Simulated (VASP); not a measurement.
# Hf2H3 (R-3m) in VASP: single point with PBE

Aim: the single point of Hf2H3 with PBE.

All numbers are computed with VASP 6.6.1; they aren't measurements. Logs are shortened: lines on timing, memory, paths and dates and some standing lists are left out, and cuts for length are marked.

**1. The cell of the first run**

The structure is trigonal, space group R-3m (No. 166). Conventional cell: a = 3.106 Å, b = 3.106 Å, c = 22.644 Å, α = 90.00°, β = 90.00°, γ = 120.00°. Hf (site symmetry 3m) has 6 H at 2.08 to 2.23 Å within 2.8 Å. Within 3.2 Å of H (site symmetry -3m) lie 6 Hf at 2.23 Å and 12 H at 2.99 to 3.11 Å. Within 2.8 Å of H (site symmetry 3m) lie 3 Hf at 2.08 Å.

**2. Single point, PBE**

INCAR reads:

```
SYSTEM = Hf2H3
PREC = Accurate
ENCUT = 520
EDIFF = 1E-7
ISMEAR = 0
SIGMA = 0.1
LREAL = .FALSE.
LASPH = .TRUE.
NELM = 60
ALGO = Normal
ISIF = 2
LWAVE = .FALSE.
LCHARG = .FALSE.
GGA = PE
NBANDS = 20
```

KPOINTS reads:

```
regular mesh
0
G
  12 12 12
  0 0 0
```

POSCAR reads:

```
Hf2H3
1.0
    1.5532458094      0.8967668862      7.5479011467
   -1.5532458094      0.8967668862      7.5479011467
    0.0000000000     -1.7935337723      7.5479011467
Hf H
2 3
Direct
    0.3919272279      0.3919272279      0.3919272279
    0.6080727721      0.6080727721      0.6080727721
    0.0000000000      0.0000000000      0.0000000000
    0.2278044979      0.2278044979      0.2278044979
    0.7721955021      0.7721955021      0.7721955021
```

Potentials or basis: VASP PAW PBE potentials, release 64 (Hf_pv, H).

On the command line:

```console
$ cat potpaw_PBE.64/Hf_pv/POTCAR potpaw_PBE.64/H/POTCAR > POTCAR
$ mpirun -np 1 vasp_std > vasp.out
```

OUTCAR:

```text
SYSTEM = Hf2H3
   PREC = Accurate
   ENCUT = 520
   EDIFF = 1E-7
   ISMEAR = 0
   LREAL = .FALSE.
   LASPH = .TRUE.
   NELM = 60
   ISIF = 2
   GGA = PE

 ion  position               nearest neighbor table
   1  0.392  0.392  0.392-   5 2.08   5 2.08   5 2.08   3 2.23   3 2.23   3 2.23   2 3.20   2 3.20
                             2 3.20
   2  0.608  0.608  0.608-   4 2.08   4 2.08   4 2.08   3 2.23   3 2.23   3 2.23   1 3.20   1 3.20
                             1 3.20
   3  0.000  0.000  0.000-   2 2.23   1 2.23   2 2.23   2 2.23   1 2.23   1 2.23
   4  0.228  0.228  0.228-   2 2.08   2 2.08   2 2.08
   5  0.772  0.772  0.772-   1 2.08   1 2.08   1 2.08

  LATTYP: Found a trigonal (rhomboedric) cell.
 ALAT       =     7.7580651656
 COS(alpha) =     0.9198315420

  Lattice vectors:

 A1 = (   1.5532458094,   0.8967668862,   7.5479011467)
 A2 = (  -1.5532458094,   0.8967668862,   7.5479011467)
 A3 = (   0.0000000000,  -1.7935337723,   7.5479011467)

Analysis of symmetry for initial positions (statically):
=====================================================================
 Subroutine PRICEL returns:
 Original cell was already a primitive cell.

 Routine SETGRP: Setting up the symmetry group for a
 trigonal (rhombohedral) supercell.

 Subroutine GETGRP returns: Found 12 space group operations
 (whereof 12 operations were pure point group operations)
 out of a pool of 12 trial point group operations.

The static configuration has the point symmetry D_3d.

Analysis of symmetry for dynamics (positions and initial velocities):
=====================================================================
 Subroutine PRICEL returns:
 Original cell was already a primitive cell.

 Routine SETGRP: Setting up the symmetry group for a
 trigonal (rhombohedral) supercell.

 Subroutine GETGRP returns: Found 12 space group operations
 (whereof 12 operations were pure point group operations)
 out of a pool of 12 trial point group operations.

The dynamic configuration has the point symmetry D_3d.

 Subroutine INISYM returns: Found 12 space group operations
 (whereof 12 operations are pure point group operations),
 and found     1 'primitive' translations

----------------------------------------------------------------------------------------

                                     Primitive cell

  volume of cell :      63.0808

  direct lattice vectors                    reciprocal lattice vectors
[... 95 lines left out ...]
   EDIFFG = 0.1E-05   stopping-criterion for IOM
   NSW    =      0    number of steps for IOM
   IBRION =     -1    ionic relax: 0-MD 1-quasi-New 2-CG
   NFREE  =      0    steps in history (QN), initial steepest desc. (CG)
   ISIF   =      2    stress and relaxation
   ISYM   =      2    0-nonsym 1-usesym 2-fastsym
   POTIM  = 0.5000    time-step for ionic-motion
   TEBEG  =    0.0;   TEEND  =   0.0 temperature during run
   PSTRESS=    0.0 pullay stress
   NELECT =      23.0000    total number of electrons
   NUPDOWN=      -1.0000    fix difference up-down
   EMIN   =  10.00;   EMAX   =-10.00  energy-range for DOS
   EFERMI =   0.00;   METHOD = LEGACY
   ISMEAR =     0;   SIGMA  =   0.10  broadening in eV -4-tet -1-fermi 0-gaus
   EFERMI_NEDOS =   21; number of points for ismear=-14 and -15
   IALGO  =     38    algorithm
   IMIX   =      4    mixing-type and parameters
     AMIX     =   0.40;   BMIX     =  1.00
     AMIX_MAG =   1.60;   BMIX_MAG =  1.00
  volume/ion in A,a.u.               =      12.62        85.14
  Fermi-wavevector in a.u.,A,eV,Ry     =   1.169549  2.210127 18.610655  1.367845
  Thomas-Fermi vector in A             =   2.306020
   LORBIT       =      0    0 simple, 1 ext, 2 COOP (PROOUT), +10 PAW based schemes
   GGA     = PE    functional components
   LHFCALC =     F    Hartree Fock is set to
   AEXX    =    0.0000 exact exchange contribution
   IVDW    =     0    specifies the selected vdW correction
   LEPSILON=     F    determine dielectric tensor
   LRPA    =     F    only Hartree local field effects (RPA)
 non-spin polarized calculation
 Gauss-broadening in eV      SIGMA  =   0.10
  energy-cutoff  :      520.00
  volume of cell :       63.08
 maximum number of plane-waves:      1715
 NGX is ok and might be reduce to    60
   NGX = 29   NGY = 29   NGZ = 29

 number of electron      23.0000000 magnetization

 Free energy of the ion-electron system (eV)
  ---------------------------------------------------
  ext. energy  EPLUGINS =         0.00000000
  ---------------------------------------------------
  free energy    TOTEN  =       -30.75759834 eV

  energy without entropy =      -30.73961659  energy(sigma->0) =      -30.74860746

 E-fermi :   3.2361     XC(G=0):  -9.9623

 val. band max:        3.2285069932   @ k =  -0.3333   0.3333   0.3333
 cond. band min:       3.2362597454   @ k =   0.2500   0.0833   0.0833
 fundamental gap:      0.0077527522
 Fermi energy:         3.2360999734

 k-point     1 :       0.0000    0.0000    0.0000
  band No.  band energies     occupation
      1     -27.7257      2.00000
      2     -27.3244      2.00000
      3     -26.9717      2.00000
      4     -26.9717      2.00000
      5     -26.9288      2.00000
      6     -26.9288      2.00000
[... 541 lines left out ...]
     19      10.2129      0.00000
     20      10.3223      0.00000

 [... further k-points ...]

------------------------ aborting loop because EDIFF is reached ----------------------------------------

  FORCE on cell =-STRESS in cart. coord.  units (eV):
  Direction    XX          YY          ZZ          XY          YZ          ZX
  --------------------------------------------------------------------------------------
  -------------------------------------------------------------------------------------
  Total       -0.2258741     -0.2258741     -0.1739868      0.0000000     -0.0000000      0.0000000
  in kB       -5.7369335     -5.7369335     -4.4190589      0.0000000     -0.0000000      0.0000000
  external PRESSURE =      -5.2976420 kB  Pullay stress =       0.0000000 kB

 VOLUME and BASIS-vectors are now :
 -----------------------------------------------------------------------------
  energy-cutoff  :      520.00
  volume of cell :       63.08
      direct lattice vectors                 reciprocal lattice vectors
     1.553245809  0.896766886  7.547901147     0.321906550  0.185852833  0.044162387
    -1.553245809  0.896766886  7.547901147    -0.321906550  0.185852833  0.044162387
     0.000000000 -1.793533772  7.547901147     0.000000000 -0.371705667  0.044162387

 POSITION                                       TOTAL-FORCE (eV/Angst)
 -----------------------------------------------------------------------------------
      0.00000      0.00000      8.87468         0.000000     -0.000000     -0.033298
      0.00000      0.00000     13.76902         0.000000      0.000000      0.033298
      0.00000      0.00000      0.00000         0.000000      0.000000      0.000000
      0.00000      0.00000      5.15834         0.000000      0.000000      0.012539
      0.00000      0.00000     17.48537         0.000000     -0.000000     -0.012539
 -----------------------------------------------------------------------------------
    total drift:                               -0.000000     -0.000000     -0.000000

  FREE ENERGIE OF THE ION-ELECTRON SYSTEM (eV)
  ---------------------------------------------------
  free  energy   TOTEN  =       -30.7575983400 eV

  energy  without entropy=      -30.7396165883  energy(sigma->0) =      -30.74860746
```

stdout:

```text
POSCAR found type information on POSCAR HfH
 POSCAR found :  2 types and       5 ions
 scaLAPACK will be used
 LDA part: xc-table for (Slater+PW92), standard interpolation
 POSCAR, INCAR and KPOINTS ok, starting setup
 FFT: planning ... GRIDC
 FFT: planning ... GRID_SOFT
 FFT: planning ... GRID
 WAVECAR not read
 entering main loop
```

Wall time 13 min (1 thread of Intel Xeon Platinum 8559C (Emerald Rapids), shared host); peak memory 0.61 GiB.

Results:

* Free energy: -30.7576 eV
* Pressure: -0.5 GPa
* Largest force: 0.033 eV/Å
* Band gap on the k mesh: zero (an odd number of electrons rules out a gap without spin polarisation)

Forces in eV/Å, atoms in the order of the input:
```
Hf   0.000  0.000 -0.033
Hf   0.000  0.000  0.033
H    0.000  0.000  0.000
H    0.000  0.000  0.013
H    0.000  0.000 -0.013
```

Caveat: spin-orbit coupling is left out, which moves the levels of the heavy elements; an odd number of electrons without spin polarisation forces a metal; a magnetic or distorted state may lie lower.
